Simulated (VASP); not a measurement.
# ScAl5 (P-3m1) in VASP: a series of runs

Runs on ScAl5. Level: PBE. Tasks: single point, relaxation of cell and atoms.

Program: VASP 6.6.1. These are calculated values, not measurements. Logs are shortened: lines on timing, memory, paths and dates and some standing lists are left out, and cuts for length are marked.

### Step 1. The cell of the first run

It takes space group P-3m1 (No. 164, trigonal). The conventional cell has a = 3.029 Å, b = 3.029 Å, c = 13.631 Å, α = 90.00°, β = 90.00°, γ = 120.00°. Sc (site symmetry -3m) has 6 Al at 2.98 Å and 6 Sc at 3.03 Å within 3.9 Å. Within 3.7 Å of Al (site symmetry 3m) lie 9 Al at 2.82 to 3.03 Å and 3 Sc at 2.98 Å. Within 3.7 Å of Al (site symmetry 3m) lie 12 Al at 2.80 to 3.03 Å. Within 3.7 Å of Al (site symmetry -3m) lie 12 Al at 2.80 to 3.03 Å.

### Step 2. Single point, PBE

Input file INCAR:

```
SYSTEM = ScAl5
PREC     = Accurate       ! precision mode
ENCUT    = 520            ! plane-wave cutoff, eV
EDIFF    = 1E-7           ! SCF threshold, eV
ISMEAR   = 0              ! smearing method
SIGMA    = 0.1            ! smearing width, eV
LREAL    = .FALSE.        ! projectors in reciprocal space
LASPH    = .TRUE.         ! aspherical terms in the spheres
NELM     = 60             ! most SCF steps
ALGO     = Fast           ! electronic algorithm
ISIF     = 2              ! what is computed and relaxed
LWAVE    = .FALSE.        ! write WAVECAR
LCHARG   = .FALSE.        ! write CHGCAR
GGA      = PE             ! functional
NBANDS   = 22             ! bands
```

Input file KPOINTS:

```
regular mesh
0
G
  12 12 4
  0 0 0
```

Input file POSCAR:

```
ScAl5
1.0
    3.0288021800      0.0000000000      0.0000000000
   -1.5144010900      2.6230196309      0.0000000000
    0.0000000000      0.0000000000     13.6306577052
Sc Al
1 5
Direct
    0.0000000000      0.0000000000      0.0000000000
    0.3333333333      0.6666666667      0.1774169023
    0.6666666667      0.3333333333      0.3393771479
    0.0000000000      0.0000000000      0.5000000000
    0.3333333333      0.6666666667      0.6606228521
    0.6666666667      0.3333333333      0.8225830977
```

Potentials or basis: VASP PAW PBE potentials, release 64 (Sc_sv, Al).

Started as:

```bash
cat potpaw_PBE.64/Sc_sv/POTCAR potpaw_PBE.64/Al/POTCAR > POTCAR
mpirun -np 1 vasp_std > vasp.out
```

OUTCAR:

```text
SYSTEM = ScAl5
   PREC = Accurate
   ENCUT = 520
   EDIFF = 1E-7
   ISMEAR = 0
   LREAL = .FALSE.
   LASPH = .TRUE.
   NELM = 60
   ISIF = 2
   GGA = PE

 ion  position               nearest neighbor table
   1  0.000  0.000  0.000-   2 2.98   6 2.98   2 2.98   6 2.98   6 2.98   2 2.98
   2  0.333  0.667  0.177-   3 2.82   3 2.82   3 2.82   1 2.98   1 2.98   1 2.98
   3  0.667  0.333  0.339-   4 2.80   4 2.80   4 2.80   2 2.82   2 2.82   2 2.82
   4  0.000  0.000  0.500-   3 2.80   5 2.80   5 2.80   3 2.80   3 2.80   5 2.80
   5  0.333  0.667  0.661-   4 2.80   4 2.80   4 2.80   6 2.82   6 2.82   6 2.82
   6  0.667  0.333  0.823-   5 2.82   5 2.82   5 2.82   1 2.98   1 2.98   1 2.98

  LATTYP: Found a hexagonal cell.
 ALAT       =     3.0288021800
 C/A-ratio  =     4.5003459768

  Lattice vectors:

 A1 = (   3.0288021800,   0.0000000000,   0.0000000000)
 A2 = (  -1.5144010900,   2.6230196309,   0.0000000000)
 A3 = (   0.0000000000,   0.0000000000,  13.6306577052)

Analysis of symmetry for initial positions (statically):
=====================================================================
 Subroutine PRICEL returns:
 Original cell was already a primitive cell.

 Routine SETGRP: Setting up the symmetry group for a
 hexagonal supercell.

 Subroutine GETGRP returns: Found 12 space group operations
 (whereof 12 operations were pure point group operations)
 out of a pool of 24 trial point group operations.

The static configuration has the point symmetry D_3d.

Analysis of symmetry for dynamics (positions and initial velocities):
=====================================================================
 Subroutine PRICEL returns:
 Original cell was already a primitive cell.

 Routine SETGRP: Setting up the symmetry group for a
 hexagonal supercell.

 Subroutine GETGRP returns: Found 12 space group operations
 (whereof 12 operations were pure point group operations)
 out of a pool of 24 trial point group operations.

The dynamic configuration has the point symmetry D_3d.

 Subroutine INISYM returns: Found 12 space group operations
 (whereof 12 operations are pure point group operations),
 and found     1 'primitive' translations

----------------------------------------------------------------------------------------

                                     Primitive cell

  volume of cell :     108.2902

  direct lattice vectors                    reciprocal lattice vectors
     3.028802180  0.000000000  0.000000000     0.330163524  0.190619999  0.000000000
    -1.514401090  2.623019631  0.000000000     0.000000000  0.381239998  0.000000000
     0.000000000  0.000000000 13.630657705     0.000000000  0.000000000  0.073364031

  length of vectors
     3.028802180  3.028802180 13.630657705     0.381239998  0.381239998  0.073364031

  position of ions in fractional coordinates (direct lattice)
     0.000000000  0.000000000  0.000000000
     0.333333333  0.666666667  0.177416902
     0.666666667  0.333333333  0.339377148
     0.000000000  0.000000000  0.500000000
     0.333333333  0.666666667  0.660622852
     0.666666667  0.333333333  0.822583098

  ion indices of the primitive-cell ions
   primitive index   ion index
                 1           1
                 2           2
                 3           3
                 4           4
                 5           5
                 6           6

----------------------------------------------------------------------------------------

 KPOINTS: regular mesh

Automatic generation of k-mesh.
 Grid dimensions read from file:
 generate k-points for:   12   12    4

 Generating k-lattice:

  Cartesian coordinates                     Fractional coordinates (reciprocal lattice)
     0.027513627  0.015885000  0.000000000     0.083333333  0.000000000  0.000000000
     0.000000000  0.031770000  0.000000000     0.000000000  0.083333333  0.000000000
     0.000000000  0.000000000  0.018341008     0.000000000  0.000000000  0.250000000

  Length of vectors
     0.031770000  0.031770000  0.018341008

  Shift w.r.t. Gamma in fractional coordinates (k-lattice)
     0.000000000  0.000000000  0.000000000

 Subroutine IBZKPT returns following result:
 ===========================================

 Found     69 irreducible k-points:

 Following reciprocal coordinates:
            Coordinates               Weight
  0.000000  0.000000  0.000000      1.000000
  0.083333 -0.000000  0.000000      6.000000
  0.166667 -0.000000  0.000000      6.000000
  0.250000 -0.000000  0.000000      6.000000
  0.333333  0.000000  0.000000      6.000000
  0.416667  0.000000  0.000000      6.000000
[... 16 lines left out ...]
  0.166667 -0.000000  0.250000      6.000000
  0.000000  0.166667  0.250000      6.000000
 [... further k-points ...]
   k-points           NKPTS =     69   k-points in BZ     NKDIM =     69   number of bands    NBANDS=     22
   number of dos      NEDOS =    301   number of ions     NIONS =      6
   total plane-waves  NPLWV =  62208
[... 31 lines left out ...]
   EFERMI_NEDOS =   21; number of points for ismear=-14 and -15
   IALGO  =     68    algorithm
   IMIX   =      4    mixing-type and parameters
     AMIX     =   0.40;   BMIX     =  1.00
     AMIX_MAG =   1.60;   BMIX_MAG =  1.00
  volume/ion in A,a.u.               =      18.05       121.80
  Fermi-wavevector in a.u.,A,eV,Ry     =   1.017504  1.922804 14.086312  1.035315
  Thomas-Fermi vector in A             =   2.150909
   LORBIT       =      0    0 simple, 1 ext, 2 COOP (PROOUT), +10 PAW based schemes
   GGA     = PE    functional components
   LHFCALC =     F    Hartree Fock is set to
   AEXX    =    0.0000 exact exchange contribution
   IVDW    =     0    specifies the selected vdW correction
   LEPSILON=     F    determine dielectric tensor
   LRPA    =     F    only Hartree local field effects (RPA)
 non-spin polarized calculation
 RMM-DIIS sequential band-by-band and
 Gauss-broadening in eV      SIGMA  =   0.10
  energy-cutoff  :      520.00
  volume of cell :      108.29
 maximum number of plane-waves:      2946
 NGX is ok and might be reduce to    24
   NGX = 11   NGY = 11   NGZ = 51

 number of electron      26.0000001 magnetization

 Free energy of the ion-electron system (eV)
  ---------------------------------------------------
  ext. energy  EPLUGINS =         0.00000000
  ---------------------------------------------------
  free energy    TOTEN  =       -25.25687745 eV

  energy without entropy =      -25.24304792  energy(sigma->0) =      -25.24996269

 E-fermi :   6.8900     XC(G=0): -10.0931

 val. band max:        6.8727436133   @ k =   0.0833  -0.0000   0.5000
 cond. band min:       6.9157474031   @ k =   0.3333   0.0000   0.2500
 fundamental gap:      0.0430037898
 Fermi energy:         6.8900226488

 k-point     1 :       0.0000    0.0000    0.0000
  band No.  band energies     occupation
      1     -42.1525      2.00000
      2     -20.8961      2.00000
      3     -20.4562      2.00000
      4     -20.4562      2.00000
      5      -3.7179      2.00000
      6      -2.8919      2.00000
[... 14 lines left out ...]
     21      15.7302      0.00000
     22      15.8405      0.00000

 k-point     2 :       0.0833   -0.0000    0.0000
  band No.  band energies     occupation
      1     -42.1459      2.00000
      2     -20.8889      2.00000
      3     -20.4995      2.00000
      4     -20.4658      2.00000
      5      -3.5687      2.00000
      6      -2.7449      2.00000
[... 14 lines left out ...]
     21      14.2945      0.00000
     22      15.0535      0.00000

 k-point     3 :       0.1667   -0.0000    0.0000
  band No.  band energies     occupation
      1     -42.1278      2.00000
      2     -20.8693      2.00000
      3     -20.6163      2.00000
      4     -20.4919      2.00000
      5      -3.1221      2.00000
      6      -2.3048      2.00000
[... 14 lines left out ...]
     21      12.5671      0.00000
     22      13.1295      0.00000
[... 476 lines left out ...]
 k-point    23 :       0.1667   -0.0000    0.2500
  band No.  band energies     occupation
      1     -42.1278      2.00000
      2     -20.8693      2.00000
      3     -20.6163      2.00000
      4     -20.4919      2.00000
      5      -3.1154      2.00000
      6      -2.3403      2.00000
[... 14 lines left out ...]
     21      13.0347      0.00000
     22      13.1390      0.00000

 k-point    24 :       0.0000    0.1667    0.2500
  band No.  band energies     occupation
      1     -42.1278      2.00000
      2     -20.8693      2.00000
      3     -20.6163      2.00000
      4     -20.4919      2.00000
      5      -3.1154      2.00000
      6      -2.3399      2.00000
[... 14 lines left out ...]
     21      12.9308      0.00000
     22      13.1393      0.00000

 [... further k-points ...]

------------------------ aborting loop because EDIFF is reached ----------------------------------------

  FORCE on cell =-STRESS in cart. coord.  units (eV):
  Direction    XX          YY          ZZ          XY          YZ          ZX
  --------------------------------------------------------------------------------------
  -------------------------------------------------------------------------------------
  Total        0.0055663      0.0055663     -0.0182194      0.0000000      0.0000000      0.0000000
  in kB        0.0823551      0.0823551     -0.2695595      0.0000000      0.0000000      0.0000000
  external PRESSURE =      -0.0349498 kB  Pullay stress =       0.0000000 kB

 VOLUME and BASIS-vectors are now :
 -----------------------------------------------------------------------------
  energy-cutoff  :      520.00
  volume of cell :      108.29
      direct lattice vectors                 reciprocal lattice vectors
     3.028802180  0.000000000  0.000000000     0.330163524  0.190619999  0.000000000
    -1.514401090  2.623019631  0.000000000     0.000000000  0.381239998  0.000000000
     0.000000000  0.000000000 13.630657705     0.000000000  0.000000000  0.073364031

 POSITION                                       TOTAL-FORCE (eV/Angst)
 -----------------------------------------------------------------------------------
      0.00000      0.00000      0.00000        -0.000000      0.000000     -0.000000
     -0.00000      1.74868      2.41831         0.000000      0.000000      0.010445
      1.51440      0.87434      4.62593        -0.000000      0.000000     -0.000261
      0.00000      0.00000      6.81533        -0.000000      0.000000     -0.000000
     -0.00000      1.74868      9.00472         0.000000     -0.000000      0.000261
      1.51440      0.87434     11.21235         0.000000     -0.000000     -0.010445
 -----------------------------------------------------------------------------------
    total drift:                                0.000000      0.000000     -0.000000

  FREE ENERGIE OF THE ION-ELECTRON SYSTEM (eV)
  ---------------------------------------------------
  free  energy   TOTEN  =       -25.2568774537 eV

  energy  without entropy=      -25.2430479200  energy(sigma->0) =      -25.24996269
```

Run time: 1.8 min. Hardware: 1 thread of AMD EPYC 9R45 (Zen 5), shared host; peak memory 0.3 GiB.

Results:

* Free energy: -25.2569 eV
* Pressure: 0.0 GPa
* Largest force: 0.010 eV/Å
* Band gap on the k mesh: zero (bands 13 and 14 overlap by 3.14 eV)

Forces on the atoms (eV/Å):
```
Sc   0.000  0.000  0.000
Al   0.000  0.000  0.010
Al   0.000  0.000  0.000
Al   0.000  0.000  0.000
Al   0.000  0.000  0.000
Al   0.000  0.000 -0.010
```

### Step 3. Single point, PBE, collinear spin

This run uses another cell than the first one, of 17.82 Å³/atom.

Input file INCAR:

```
PREC = Accurate
ENCUT = 520
EDIFF = 1E-6
ISMEAR = 0
SIGMA = 0.1
LREAL = False
LASPH = True
NELM = 150
ALGO = Fast
ISIF = 2
LWAVE = False
LCHARG = False
ISPIN = 2
MAGMOM = 1 0 0 0 0 0
LORBIT = 11
LMAXMIX = 4
GGA = PE
NBANDS = 26
```

Input file KPOINTS:

```
regular mesh
0
Gamma
  6 6 2
```

Input file POSCAR:

```
ScAl5
1.0
    2.9564078977      0.0000000000      0.0000000000
   -1.4782039488      2.5603243433      0.0000000000
    0.0000000000      0.0000000000     14.1246835425
Sc Al
1 5
Direct
    0.0000000000      0.0000000000      0.0000000000
    0.3333333333      0.6666666667      0.1742301058
    0.6666666667      0.3333333333      0.3361518915
    0.0000000000      0.0000000000      0.5000000000
    0.3333333333      0.6666666667      0.6638481085
    0.6666666667      0.3333333333      0.8257698942
```

Potentials or basis: VASP PAW PBE potentials, release 64 (Sc_sv, Al).

Started as:

```bash
cat potpaw_PBE.64/Sc_sv/POTCAR potpaw_PBE.64/Al/POTCAR > POTCAR
mpirun -np 1 vasp_std > vasp.out
```

Run time: 55 s. Hardware: 1 thread of AMD EPYC 9R45 (Zen 5), shared host; peak memory 0.27 GiB.

It converged, with:

```
Free energy                                           : -25.3272 eV
Pressure                                              : 0.2 GPa
Largest force                                         : 0.024 eV/Å
Band gap on the k mesh                                : zero (filled and empty bands overlap)
Net moment                                            : 0.00 μB per cell
Valence electrons inside the program's atomic spheres : Sc 9.61; Al 0.78, 0.75, 0.76 (each value once)
```

Forces in eV/Å, atoms in the order of the input:
```
Sc   0.000  0.000  0.000
Al   0.000  0.000  0.024
Al   0.000  0.000  0.002
Al   0.000  0.000  0.000
Al   0.000  0.000 -0.002
Al   0.000  0.000 -0.024
```

Stress tensor (GPa, compression positive):
```
0.15 0.00 0.00
0.00 0.15 0.00
0.00 0.00 0.24
```

Levels at points of the mesh, in eV from the Fermi level:
Spin up:
```tsv
k point	band 11	band 12	band 13	band 14	band 15	band 16
(0.00, 0.00, 0.00)	-2.73	-0.12	1.92	2.15	2.15	3.87
(0.50, 0.00, 0.00)	-2.53	-1.98	-1.25	-0.70	0.00	0.19
(0.00, 0.00, 0.50)	-1.49	-0.85	1.83	2.15	2.15	3.87
(0.50, 0.00, 0.50)	-2.65	-1.91	-1.48	-0.75	0.15	0.78
```
Spin down:
| k point | band 10 | band 11 | band 12 | band 13 | band 14 | band 15 | band 16 | band 17 |
| --- | --- | --- | --- | --- | --- | --- | --- | --- |
| (0.00, 0.00, 0.00) | -3.45 | -2.73 | -0.12 | 1.91 | 2.15 | 2.15 | 3.87 | 3.87 |
| (0.50, 0.00, 0.00) | -3.52 | -2.54 | -1.98 | -1.25 | -0.70 | 0.00 | 0.19 | 2.02 |
| (0.00, 0.00, 0.50) | -4.55 | -1.49 | -0.85 | 1.83 | 2.15 | 2.15 | 3.87 | 3.87 |
| (0.50, 0.00, 0.50) | -3.20 | -2.65 | -1.91 | -1.48 | -0.75 | 0.15 | 0.78 | 1.34 |

Caveat: the k points lie up to 0.41 Å⁻¹ apart, too coarse for converged energies and pressures of a metal.

### Step 4. Relaxation of cell and atoms, PBE

This run uses another cell than the first one, of 17.82 Å³/atom.

Input file INCAR:

```
SYSTEM = ScAl5
ALGO = Fast
EDIFF = 1E-6
EDIFFG = -0.01
ENCUT = 600
GGA = PE
IBRION = 2
ISIF = 3
ISMEAR = 0
LASPH = .TRUE.
LCHARG = .FALSE.
LREAL = .FALSE.
LWAVE = .FALSE.
NELM = 80
NSW = 100
PREC = Accurate
SIGMA = 0.1
```

Input file KPOINTS:

```
k-points
0
G
  12 12 4
  0 0 0
```

POSCAR is that of step 3.

Started as:

```bash
cat potpaw_PBE.64/Sc_sv/POTCAR potpaw_PBE.64/Al/POTCAR > POTCAR
mpirun -np 1 vasp_std > vasp.out
```

Run time: 9.4 min. Hardware: 1 thread of AMD EPYC 9R45 (Zen 5), shared host; peak memory 0.34 GiB.

The run converged. Its results:

```
Free energy                           : -25.2574 eV
Relaxed volume                        : 18.05 Å³/atom
Relaxed cell                          : a = 3.031 Å, b = 3.031 Å, c = 13.617 Å, α = 90.00°, β = 90.00°, γ = 120.00°
Space group after relaxing (to 0.1 Å) : P-3m1 (No. 164)
Energy gained by relaxing             : 5.2 meV/atom
Ionic steps                           : 12
Pressure after relaxing               : 0.0 GPa
Band gap on the k mesh                : zero (bands 13 and 14 overlap by 3.14 eV)
```

The path:
| step | energy change (eV) | largest force (eV/Å) | pressure (GPa) | volume (Å³) |
| --- | --- | --- | --- | --- |
| 1 | 0.0000 | 0.0661 | 0.29 | 106.91 |
| 2 | -0.0126 | 0.0644 | 0.06 | 107.41 |
| 3 | -0.0190 | 0.0679 | -0.17 | 108.03 |
| 4 | -0.0203 | 0.0768 | -0.24 | 108.27 |
| 5 | -0.0230 | 0.0956 | -0.37 | 108.73 |
| 6 | -0.0169 | 0.1075 | -0.54 | 109.62 |
| 7 | -0.0233 | 0.1007 | -0.40 | 108.85 |
| 8 | -0.0234 | 0.1039 | -0.43 | 108.97 |
| 9 | -0.0265 | 0.0823 | 0.35 | 107.91 |
| 10 | -0.0265 | 0.0845 | 0.29 | 107.99 |
| 11 | -0.0299 | 0.0397 | 0.13 | 108.16 |
| 12 | -0.0310 | 0.0006 | 0.01 | 108.33 |

Final structure:
```cif
data_structure
_symmetry_space_group_name_H-M 'P 1'
_symmetry_Int_Tables_number 1
_cell_length_a 3.0309
_cell_length_b 3.0309
_cell_length_c 13.6165
_cell_angle_alpha 90.000
_cell_angle_beta 90.000
_cell_angle_gamma 120.000
_cell_volume 108.33
loop_
_atom_site_label
_atom_site_type_symbol
_atom_site_fract_x
_atom_site_fract_y
_atom_site_fract_z
_atom_site_occupancy
Sc1 Sc 0.00000 0.00000 0.00000 1
Al1 Al 0.33333 0.66667 0.17760 1
Al2 Al 0.66667 0.33333 0.33947 1
Al3 Al 0.00000 0.00000 0.50000 1
Al4 Al 0.33333 0.66667 0.66053 1
Al5 Al 0.66667 0.33333 0.82240 1
```

Levels at points of the mesh, in eV from the Fermi level:
| k point | band 11 | band 12 | band 13 | band 14 | band 15 | band 16 |
| --- | --- | --- | --- | --- | --- | --- |
| (0.00, 0.00, 0.00) | -2.28 | 0.44 | 2.01 | 2.01 | 2.82 | 3.55 |
| (0.50, 0.00, 0.00) | -2.55 | -1.95 | -1.19 | -0.69 | 0.11 | 0.37 |
| (0.00, 0.00, 0.50) | -1.15 | -0.06 | 2.01 | 2.01 | 2.56 | 3.55 |
| (0.50, 0.00, 0.50) | -2.66 | -1.98 | -1.40 | -0.67 | 0.43 | 0.77 |

Caveat: the highest band is partly filled, so the run has too few bands.

### Step 5. The runs side by side

| task | spin | cell | k mesh | cutoff (eV) | gap on the mesh (eV) | pressure (GPa) | largest force (eV/Å) |
| --- | --- | --- | --- | --- | --- | --- | --- |
| single point | off | a = 3.029, b = 3.029, c = 13.631 Å, angles 90.0, 90.0, 120.0°, 6 atoms, atomic positions A | 12 × 12 × 4 | 520 | none | 0.0 | 0.01 |
| single point | collinear | a = 2.956, b = 2.956, c = 14.125 Å, angles 90.0, 90.0, 120.0°, 6 atoms, atomic positions B | 6 × 6 × 2 | 520 | none | 0.2 | 0.02 |
| relaxation of cell and atoms | off | relaxed from a = 2.956, b = 2.956, c = 14.125 Å, angles 90.0, 90.0, 120.0°, 6 atoms, atomic positions B | 12 × 12 × 4 | 600 | none | 0.0 | - |

Alike in all rows: level PBE; potentials or basis VASP PAW PBE potentials, release 64 (Sc_sv, Al); smearing gaussian 0.1 eV.

Caveats: some runs use coarse meshes; the highest band is partly filled, so the run has too few bands (at least some runs).

Absolute energies hang on the potentials; compare differences alone.

The gap in the log of VASP goes by the Fermi energy; the results here count the filled bands.